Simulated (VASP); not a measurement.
## AlNi: single point with LDA

The system is AlNi.

```
Al Ni
1.0
     1.93869   -1.95319    0.00000
     1.93869    1.95319    0.00000
     0.00000    0.00000    3.09943
Al Ni
1 1
Direct
  0.00000 0.00000 0.00000
  0.50000 0.50000 0.50000
```

* Program: VASP 6.6.1
* Task: single point
* Functional: LDA
* Potentials or basis: VASP PAW LDA potentials, release 64 (Al, Ni)
* Cutoff: 520 eV
* k mesh: 9 × 9 × 8
* Occupations: methfessel-paxton, width 0.05 eV
* Spin: collinear spin, ferromagnetic start
* Starting moments: [0.0, 2.0] μB

```
Pressure                                              : -4.6 GPa
Net moment                                            : 0.00 μB per cell
Valence electrons inside the program's atomic spheres : Al 0.82; Ni 9.52
```

Stress tensor (GPa, compression positive):
```
-2.39  0.00  0.00
 0.00 -3.08  0.00
 0.00  0.00 -8.43
```

Levels at points of the mesh, in eV from the Fermi level:
Spin up:
| k point | band 4 | band 5 | band 6 | band 7 | band 8 | band 9 | band 10 | band 11 |
| --- | --- | --- | --- | --- | --- | --- | --- | --- |
| (0.00, 0.00, 0.00) | -1.81 | -1.79 | -1.49 | 2.79 | 6.86 | 6.91 | 7.11 | 8.59 |
| (0.00, 0.00, 0.50) | -2.25 | -2.22 | -1.44 | -1.39 | 8.34 | 11.03 | 11.08 | 11.31 |
Spin down:
| k point | band 3 | band 4 | band 5 | band 6 | band 7 | band 8 | band 9 | band 10 | band 11 | band 12 |
| --- | --- | --- | --- | --- | --- | --- | --- | --- | --- | --- |
| (0.00, 0.00, 0.00) | -3.43 | -1.81 | -1.79 | -1.49 | 2.79 | 6.86 | 6.91 | 7.11 | 8.59 | 14.34 |
| (0.00, 0.00, 0.50) | -3.12 | -2.25 | -2.22 | -1.44 | -1.39 | 8.34 | 11.03 | 11.08 | 11.31 | 11.31 |

It took 62 s on 1 thread of Intel(R) Xeon(R) Platinum 8259CL CPU @ 2.50GHz (Skylake/Cascade Lake), with other jobs on the host, peak memory 0.19 GiB.

Caveat: the cell stands under tension.
